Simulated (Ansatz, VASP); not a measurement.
## AlNi3: VASP beside Ansatz

```
CELL_PARAMETERS angstrom
3.52305 0.00000 0.00000
0.00000 3.52305 0.00000
0.00000 0.00000 3.52305
ATOMIC_POSITIONS crystal
Ni 0.50000 0.50000 0.00000
Ni 0.50000 0.00000 0.50000
Ni 0.00000 0.50000 0.50000
Al 0.00000 0.00000 0.00000
```

Alike in both runs: task single point; functional PBE; k mesh 8 × 8 × 8; occupations gaussian, width 0.013 eV; collinear spin.

|  | VASP | Ansatz |
| --- | --- | --- |
| version | VASP 6.6.1 | Ansatz 0.2.0 |
| potentials or method | VASP PAW PBE potentials, release 64 (Ni, Al) | Ansatz PAW |
| plane-wave cutoff (eV) | 520 | 420 |
| valence electrons in the cell | 33 | 57 |

VASP gave:

```
gap on the k mesh at the Fermi level (eV)                     : none
pressure (GPa)                                                : 7.4
net moment per atom (μB)                                      : 0.19
size of the moment on the site where the two differ most (μB) : 0.27
```

Task: Which values does Ansatz return?

Result: gap on the k mesh at the Fermi level (eV): none; pressure (GPa): 7.4; net moment per atom (μB): 0.21; size of the moment on the site where the two differ most (μB): 0.30.

Site moments also hang on the region over which each program counts them. A gap of «none» marks a metal or a gap that the smearing closes. VASP's potentials hold 33 valence electrons a cell and Ansatz's 57, so a difference there can come from the potentials and not from the codes.
